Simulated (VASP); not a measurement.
NaCl, 2 atoms in the cell. It takes space group Pm-3m (No. 221, cubic). Conventional cell: a = 3.602 Å, b = 3.602 Å, c = 3.602 Å, α = 90.00°, β = 90.00°, γ = 90.00°. Within 4.1 Å of Na (site symmetry m-3m) lie 8 Cl at 3.12 Å and 6 Na at 3.60 Å. Cl (site symmetry m-3m) has 8 Na at 3.12 Å and 6 Cl at 3.60 Å within 4.1 Å.  This cell differs from its parent crystal: strain +4.1%.

```yaml
Program: VASP 6.6.1
Task: single point
Functional: PBE
Potentials_or_basis: VASP PAW PBE potentials, release 64 (Na_pv, Cl)
Cutoff: 520 eV
k_mesh: 8 × 8 × 8
Occupations: fermi-dirac, width 0.02 eV
Spin: no spin polarisation
Dipole_correction: no
Further_INCAR_settings: ALGO = Normal; EDIFF = 1e-07; NBANDS = 14
```

Potentials or basis: VASP PAW PBE potentials, release 64 (Na_pv, Cl).

The run is started by

```bash
$ cat potpaw_PBE.64/Na_pv/POTCAR potpaw_PBE.64/Cl/POTCAR > POTCAR
$ mpirun -np 1 vasp_std > vasp.out
```

Hardware: 1 thread of Intel(R) Xeon(R) Platinum 8375C CPU @ 2.90GHz (Ice Lake), with other jobs on the host.

Task: Estimate the wall time of this run.

Result: Wall time 16 s on 1 thread of Intel(R) Xeon(R) Platinum 8375C CPU @ 2.90GHz (Ice Lake), on a shared host, peak memory 0.16 GiB. Counts: scf iterations 15, k points 35.
